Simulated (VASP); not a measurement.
A run of VASP 6.6.1:

Contents of INCAR:

```
SYSTEM = CO2
  ALGO = Normal
  EDIFF = 1E-6
  ENCUT = 520
  GGA = PE
  ISIF = 2
  ISMEAR = -1
  IVDW = 12
  LASPH = .True.
  LCHARG = .True.
  LELF = .True.
  LREAL = Auto
  LVHAR = .True.
  LWAVE = .False.
  NBANDS = 120
  NELM = 60
  PREC = Accurate
  SIGMA = 0.05
```

Contents of KPOINTS:

```
k-points
0
Gamma
  1 1 1
  0 0 0
```

The input POSCAR:

```
CO2
1.0
    8.5889170000      0.0000000000      0.0000000000
    0.0000000000      8.5889170000      0.0000000000
    0.0000000000      0.0000000000      8.5889170000
C O
12 24
Direct
    0.1445001739      0.5453074002      0.3325331936
    0.4367605369      0.9110345344      0.0517527414
    0.7991112267      0.3851824392      0.5207525000
    0.1964508447      0.1359077052      0.7913919764
    0.4502080996      0.3640738407      0.1165688293
    1.0324351720      0.0607876406      0.2807455236
    0.1588209550      0.7328630606      0.8908340830
    0.7387310880      0.7873286003      0.2211454599
    0.4000271513      0.7784101302      0.4929725133
    0.7676404371      0.9685272311      0.6701659825
    0.8273336440      0.3792445543     -0.0411344061
    0.4988638265      0.1300396779      0.4105872719
    0.2299242151      0.4923205103      0.4266777756
    0.0578303411      0.6080161212      0.2430923480
    0.4615366524      0.7829392227      0.0083479675
    0.4008305122      1.0408879257      0.0791019403
    0.7128488959      0.4467617978      0.6069333305
    0.8801458903      0.3160934027      0.4342922396
    0.2901529960      0.0414021931      0.7537504437
    0.1081160756      0.2333006594      0.8230956243
    0.5781520534      0.3758331813      0.1619878269
    0.3250235158      0.3558423024      0.0746310623
    0.9897522586     -0.0249391163      0.3775912609
    1.0930248831      0.1379917864      0.1897678136
    0.1159284692      0.7899366125      1.0064598366
    0.1744573850      0.6634130939      0.7762794774
    0.7182162780      0.7072952271      0.3262343786
    0.7556948100      0.8668263996      0.1112363759
    0.4514655340      0.7397090925      0.6123589272
    0.3402408010      0.8287424363      0.3778823337
    0.8576634283      0.8644046741      0.6650314586
    0.6721685633      1.0655476121      0.6686174753
    0.8211861868      0.5164795515     -0.0630230796
    0.8428652879      0.2487508029     -0.0265341952
    0.4098188398      0.2186305910      0.4555638388
    0.5926009065      0.0417514804      0.3670893548
```

Potentials or basis: VASP PAW PBE potentials, release 64 (C, O).

Launch:

```bash
$ cat potpaw_PBE.64/C/POTCAR potpaw_PBE.64/O/POTCAR > POTCAR
$ mpirun -np 1 vasp_gam > vasp.out
```

Hardware: 1 thread of Intel(R) Xeon(R) Platinum 8259CL CPU @ 2.50GHz (Skylake/Cascade Lake), with other jobs on the host.

Problem. How long does it take, and how much memory?

Solution. Run time: 2.9 min on 1 thread of Intel(R) Xeon(R) Platinum 8259CL CPU @ 2.50GHz (Skylake/Cascade Lake), with other jobs on the host, peak memory 0.51 GiB. Counts: scf iterations 17, k points 1.
